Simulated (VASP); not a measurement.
Set up this calculation in VASP 6.6.1, as the native input.

```
Task                   : single point
Functional             : LDA
Potentials or basis    : VASP PAW LDA potentials, release 64 (Hf_pv, N)
Cutoff                 : 520 eV
k mesh                 : 8 × 8 × 4
Occupations            : methfessel-paxton, width 0.1 eV
Spin                   : no spin polarisation
Dipole correction      : no
Further INCAR settings : ALGO = Normal; EDIFF = 1e-06; NBANDS = 23
```

The structure of HfN lies in POSCAR:

```
HfN
1.0
    3.1058016697      0.0000000000      0.0000000000
   -1.5528958797      2.6896975228      0.0000000000
    0.0000000000      0.0000000000      5.3681864860
Hf N
2 2
Direct
    0.6666666667      0.3333333333      0.7500000000
    0.3333333333      0.6666666667      0.2500000000
    0.0000000000      0.0000000000      0.0000000000
    0.0000000000      0.0000000000      0.5000000000
```

One way to write it, as run:

INCAR

```
SYSTEM = HfN
ALGO = Normal ; EDIFF = 1E-6
ENCUT = 520 ; ISIF = 2
ISMEAR = 1 ; LASPH = .True.
LCHARG = .False. ; LREAL = .False.
LWAVE = .False. ; NBANDS = 23
NELM = 80 ; PREC = Accurate
SIGMA = 0.1
```

KPOINTS

```
k-points
0
Gamma
  8 8 4
  0 0 0
```

Potentials or basis: VASP PAW LDA potentials, release 64 (Hf_pv, N).

Run with:

```console
$ cat potpaw_LDA.64/Hf_pv/POTCAR potpaw_LDA.64/N/POTCAR > POTCAR
$ mpirun -np 1 vasp_std > vasp.out
```

Results of the run:

The pressure is -2.4 GPa and the band gap on the k mesh is zero (bands 15 and 16 overlap by 2.37 eV).

Caveat: spin-orbit coupling is left out, which moves the levels of the heavy elements.

Run time: 12 s on 1 thread of AMD EPYC 9R45 96-Core Processor (Zen 5), with other jobs on the host, peak memory 0.13 GiB.
